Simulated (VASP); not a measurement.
# I (Cmce) in VASP: single point with LDA

Aim: the single point of I with LDA.

All numbers are computed with VASP 6.6.1; they aren't measurements. Logs are shortened: lines on timing, memory, paths and dates and some standing lists are left out, and cuts for length are marked.

### Step 1. The cell of the first run

Symmetry: Cmce, No. 64, orthorhombic system. Conventional cell: a = 7.163 Å, b = 4.320 Å, c = 9.534 Å, α = 90.00°, β = 90.00°, γ = 90.00°. I (site symmetry m) has 4 I at 2.81 to 3.63 Å within 3.7 Å.

### Step 2. Single point, LDA

INCAR reads:

```
SYSTEM = I
PREC = Accurate
ENCUT = 520
EDIFF = 1E-6
ISMEAR = 0
SIGMA = 0.02
LREAL = .False.
LASPH = .True.
NELM = 100
ALGO = Normal
ISIF = 2
LWAVE = .False.
LCHARG = .True.
GGA = CA
LELF = .True.
LVHAR = .True.
NBANDS = 22
```

KPOINTS reads:

```
regular mesh
0
Gamma
  8 8 4
  0 0 0
```

POSCAR reads:

```
I
1.0
    3.5814898485     -2.1601256360      0.0000000000
    3.5814898485      2.1601256360      0.0000000000
    0.0000000000      0.0000000000      9.5340800987
I
4
Direct
    0.8211372338      0.1788627662      0.8769060529
    0.3211372338      0.6788627662      0.6230939471
    0.1788627662      0.8211372338      0.1230939471
    0.6788627662      0.3211372338      0.3769060529
```

Potentials or basis: VASP PAW LDA potentials, release 64 (I).

Command:

```console
$ cat potpaw_LDA.64/I/POTCAR > POTCAR
$ mpirun -np 1 vasp_std > vasp.out
```

OUTCAR:

```text
SYSTEM = I
   PREC = Accurate
   ENCUT = 520
   EDIFF = 1E-6
   ISMEAR = 0
   LREAL = .False.
   LASPH = .True.
   NELM = 100
   ISIF = 2
   GGA = CA

 ion  position               nearest neighbor table
   1  0.821  0.179  0.877-   3 2.81   2 3.24   2 3.24
   2  0.321  0.679  0.623-   4 2.81   1 3.24   1 3.24
   3  0.179  0.821  0.123-   1 2.81   4 3.24   4 3.24
   4  0.679  0.321  0.377-   2 2.81   3 3.24   3 3.24

  LATTYP: Found a base centered orthorhombic cell.
 ALAT       =     4.3202512720
 B/A-ratio  =     1.6580007148
 C/A-ratio  =     2.2068346257

  Lattice vectors:

 A1 = (  -3.5814898485,  -2.1601256360,   0.0000000000)
 A2 = (   3.5814898485,  -2.1601256360,   0.0000000000)
 A3 = (   0.0000000000,   0.0000000000,   9.5340800987)

Analysis of symmetry for initial positions (statically):
=====================================================================
 Subroutine PRICEL returns:
 Original cell was already a primitive cell.

 Routine SETGRP: Setting up the symmetry group for a
 base centered orthorhombic supercell.

 Subroutine GETGRP returns: Found  8 space group operations
 (whereof  4 operations were pure point group operations)
 out of a pool of  8 trial point group operations.

The static configuration has the point symmetry C_2h.
 The point group associated with its full space group is D_2h.

Analysis of symmetry for dynamics (positions and initial velocities):
=====================================================================
 Subroutine PRICEL returns:
 Original cell was already a primitive cell.

 Routine SETGRP: Setting up the symmetry group for a
 base centered orthorhombic supercell.

 Subroutine GETGRP returns: Found  8 space group operations
 (whereof  4 operations were pure point group operations)
 out of a pool of  8 trial point group operations.

The dynamic configuration has the point symmetry C_2h.
 The point group associated with its full space group is D_2h.

 Subroutine INISYM returns: Found  8 space group operations
 (whereof  4 operations are pure point group operations),
 and found     1 'primitive' translations

----------------------------------------------------------------------------------------

                                     Primitive cell

  volume of cell :     147.5202

  direct lattice vectors                    reciprocal lattice vectors
     3.581489848 -2.160125636  0.000000000     0.139606706 -0.231468018  0.000000000
     3.581489848  2.160125636  0.000000000     0.139606706  0.231468018  0.000000000
     0.000000000  0.000000000  9.534080099     0.000000000  0.000000000  0.104886889

  length of vectors
     4.182488768  4.182488768  9.534080099     0.270309962  0.270309962  0.104886889

  position of ions in fractional coordinates (direct lattice)
     0.821137234  0.178862766  0.876906053
     0.321137234  0.678862766  0.623093947
     0.178862766  0.821137234  0.123093947
     0.678862766  0.321137234  0.376906053

  ion indices of the primitive-cell ions
   primitive index   ion index
                 1           1
                 2           2
                 3           3
                 4           4

----------------------------------------------------------------------------------------

 KPOINTS: regular mesh

Automatic generation of k-mesh.
 Grid dimensions read from file:
 generate k-points for:    8    8    4

 Generating k-lattice:

  Cartesian coordinates                     Fractional coordinates (reciprocal lattice)
     0.017450838 -0.028933502  0.000000000     0.125000000  0.000000000  0.000000000
     0.017450838  0.028933502  0.000000000     0.000000000  0.125000000  0.000000000
     0.000000000  0.000000000  0.026221722     0.000000000  0.000000000  0.250000000

  Length of vectors
     0.033788745  0.033788745  0.026221722

  Shift w.r.t. Gamma in fractional coordinates (k-lattice)
     0.000000000  0.000000000  0.000000000

 Subroutine IBZKPT returns following result:
 ===========================================

 Found     63 irreducible k-points:

 Following reciprocal coordinates:
            Coordinates               Weight
  0.000000  0.000000  0.000000      1.000000
  0.125000  0.000000  0.000000      4.000000
  0.250000  0.000000  0.000000      4.000000
  0.375000  0.000000  0.000000      4.000000
  0.500000  0.000000  0.000000      2.000000
  0.125000  0.125000  0.000000      2.000000
[... 16 lines left out ...]
  0.125000  0.000000  0.250000      8.000000
  0.250000  0.000000  0.250000      8.000000
 [... further k-points ...]
   k-points           NKPTS =     63   k-points in BZ     NKDIM =     63   number of bands    NBANDS=     22
   number of dos      NEDOS =    301   number of ions     NIONS =      4
   total plane-waves  NPLWV =  73728
   dimension x,y,z NGX =    32 NGY =   32 NGZ =   72
   dimension x,y,z NGXF=    64 NGYF=   64 NGZF=  144
   ions per type =               4
   NGX,Y,Z   is equivalent  to a cutoff of  12.72, 12.72, 12.55 a.u.
   NGXF,Y,Z  is equivalent  to a cutoff of  25.44, 25.44, 25.11 a.u.
 SYSTEM =  I
   PREC   = accura    normal or accurate (medium, high low for compatibility)
   ISTART =      0    job   : 0-new  1-cont  2-samecut
   ICHARG =      2    charge: 1-file 2-atom 10-const
   ISPIN  =      1    spin polarized calculation?
   LNONCOLLINEAR =      F non collinear calculations
   LSORBIT =      F    spin-orbit coupling
   LASPH  =      T    aspherical Exc in radial PAW
   ENCUT  =  520.0 eV  38.22 Ry    6.18 a.u.   7.78  7.78 17.73*2*pi/ulx,y,z
   NELM   =    100;   NELMIN=  2; NELMDL= -5     # of ELM steps
   EDIFF  = 0.1E-05   stopping-criterion for ELM
   LREAL  =      F    real-space projection
   EDIFFG = 0.1E-04   stopping-criterion for IOM
   NSW    =      0    number of steps for IOM
   IBRION =     -1    ionic relax: 0-MD 1-quasi-New 2-CG
   NFREE  =      0    steps in history (QN), initial steepest desc. (CG)
   ISIF   =      2    stress and relaxation
   ISYM   =      2    0-nonsym 1-usesym 2-fastsym
   POTIM  = 0.5000    time-step for ionic-motion
   TEBEG  =    0.0;   TEEND  =   0.0 temperature during run
   PSTRESS=    0.0 pullay stress
   NELECT =      28.0000    total number of electrons
   NUPDOWN=      -1.0000    fix difference up-down
   EMIN   =  10.00;   EMAX   =-10.00  energy-range for DOS
   EFERMI =   0.00;   METHOD = LEGACY
   ISMEAR =     0;   SIGMA  =   0.02  broadening in eV -4-tet -1-fermi 0-gaus
   EFERMI_NEDOS =   21; number of points for ismear=-14 and -15
   IALGO  =     38    algorithm
   IMIX   =      4    mixing-type and parameters
     AMIX     =   0.40;   BMIX     =  1.00
     AMIX_MAG =   1.60;   BMIX_MAG =  1.00
  volume/ion in A,a.u.               =      36.88       248.88
  Fermi-wavevector in a.u.,A,eV,Ry     =   0.940828  1.777908 12.043302  0.885158
  Thomas-Fermi vector in A             =   2.068279
   LORBIT       =      0    0 simple, 1 ext, 2 COOP (PROOUT), +10 PAW based schemes
   GGA     = CA    functional components
   LHFCALC =     F    Hartree Fock is set to
   AEXX    =    0.0000 exact exchange contribution
   IVDW    =     0    specifies the selected vdW correction
   LEPSILON=     F    determine dielectric tensor
   LRPA    =     F    only Hartree local field effects (RPA)
 non-spin polarized calculation
 Gauss-broadening in eV      SIGMA  =   0.02
  energy-cutoff  :      520.00
  volume of cell :      147.52
 maximum number of plane-waves:      3998
   NGX = 15   NGY = 15   NGZ = 35

 number of electron      27.9999997 magnetization

 Free energy of the ion-electron system (eV)
  ---------------------------------------------------
  ext. energy  EPLUGINS =         0.00000000
  ---------------------------------------------------
  free energy    TOTEN  =        -8.10356956 eV

  energy without entropy =       -8.10356956  energy(sigma->0) =       -8.10356956

 E-fermi :   4.1303     XC(G=0):  -9.0218

 val. band max:        4.0066982292   @ k =   0.5000   0.0000   0.5000
 cond. band min:       4.6999511937   @ k =   0.5000   0.3750   0.0000
 fundamental gap:      0.6932529646
 Fermi energy:         4.1303245480

 k-point     1 :       0.0000    0.0000    0.0000
  band No.  band energies     occupation
      1     -10.0914      2.00000
      2      -9.1326      2.00000
      3      -8.5324      2.00000
      4      -6.8159      2.00000
      5      -1.0345      2.00000
      6       0.8541      2.00000
[... 14 lines left out ...]
     21      10.7810      0.00000
     22      11.7180      0.00000

 k-point     2 :       0.1250    0.0000    0.0000
  band No.  band energies     occupation
      1     -10.0019      2.00000
      2      -9.0898      2.00000
      3      -8.4657      2.00000
      4      -6.8908      2.00000
      5      -0.9854      2.00000
      6       0.6317      2.00000
[... 14 lines left out ...]
     21      10.9539      0.00000
     22      11.0499      0.00000

 k-point     3 :       0.2500    0.0000    0.0000
  band No.  band energies     occupation
      1      -9.7514      2.00000
      2      -8.9947      2.00000
      3      -8.2844      2.00000
      4      -7.1109      2.00000
      5      -0.9769      2.00000
      6      -0.1837      2.00000
[... 14 lines left out ...]
     21      11.1712      0.00000
     22      11.8198      0.00000
[... 476 lines left out ...]
 k-point    23 :       0.1250    0.0000    0.2500
  band No.  band energies     occupation
      1      -9.9259      2.00000
      2      -9.3624      2.00000
      3      -8.1091      2.00000
      4      -7.0799      2.00000
      5      -0.8030      2.00000
      6       0.2254      2.00000
[... 14 lines left out ...]
     21      10.8547      0.00000
     22      10.9606      0.00000

 k-point    24 :       0.2500    0.0000    0.2500
  band No.  band energies     occupation
      1      -9.6834      2.00000
      2      -9.1989      2.00000
      3      -8.0238      2.00000
      4      -7.2449      2.00000
      5      -0.9293      2.00000
      6      -0.3315      2.00000
[... 14 lines left out ...]
     21      10.9030      0.00000
     22      11.4225      0.00000

 [... further k-points ...]

------------------------ aborting loop because EDIFF is reached ----------------------------------------

  FORCE on cell =-STRESS in cart. coord.  units (eV):
  Direction    XX          YY          ZZ          XY          YZ          ZX
  --------------------------------------------------------------------------------------
  -------------------------------------------------------------------------------------
  Total       -0.0297734     -0.0185399     -0.0022496      0.0000000      0.0000000      0.0000000
  in kB       -0.3233608     -0.2013573     -0.0244325      0.0000000      0.0000000      0.0000000
  external PRESSURE =      -0.1830502 kB  Pullay stress =       0.0000000 kB

 VOLUME and BASIS-vectors are now :
 -----------------------------------------------------------------------------
  energy-cutoff  :      520.00
  volume of cell :      147.52
      direct lattice vectors                 reciprocal lattice vectors
     3.581489848 -2.160125636  0.000000000     0.139606706 -0.231468018  0.000000000
     3.581489848  2.160125636  0.000000000     0.139606706  0.231468018  0.000000000
     0.000000000  0.000000000  9.534080099     0.000000000  0.000000000  0.104886889

 POSITION                                       TOTAL-FORCE (eV/Angst)
 -----------------------------------------------------------------------------------
      3.58149     -1.38739      8.36049         0.000000     -0.001881      0.009132
      3.58149      0.77273      5.94063         0.000000     -0.001881     -0.009132
      3.58149      1.38739      1.17359         0.000000      0.001881     -0.009132
      3.58149     -0.77273      3.59345         0.000000      0.001881      0.009132
 -----------------------------------------------------------------------------------
    total drift:                                0.000000      0.000000     -0.000000

  FREE ENERGIE OF THE ION-ELECTRON SYSTEM (eV)
  ---------------------------------------------------
  free  energy   TOTEN  =        -8.1035695641 eV

  energy  without entropy=       -8.1035695641  energy(sigma->0) =       -8.10356956
```

Run time: 73 s. Hardware: 1 thread of Oxide Virtual Turin-like, shared host; peak memory 0.26 GiB.

Results:

```
Free energy            : -8.1036 eV
Pressure               : 0.0 GPa
Largest force          : 0.009 eV/Å
Band gap on the k mesh : 0.69 eV (least direct gap 1.06 eV)
```

Forces on the atoms (eV/Å):
```
I    0.000 -0.002  0.009
I    0.000 -0.002 -0.009
I    0.000  0.002 -0.009
I    0.000  0.002  0.009
```

Caveat: semilocal functionals underestimate gaps, and a narrow one can read as zero; spin-orbit coupling is left out, which moves the levels of the heavy elements.
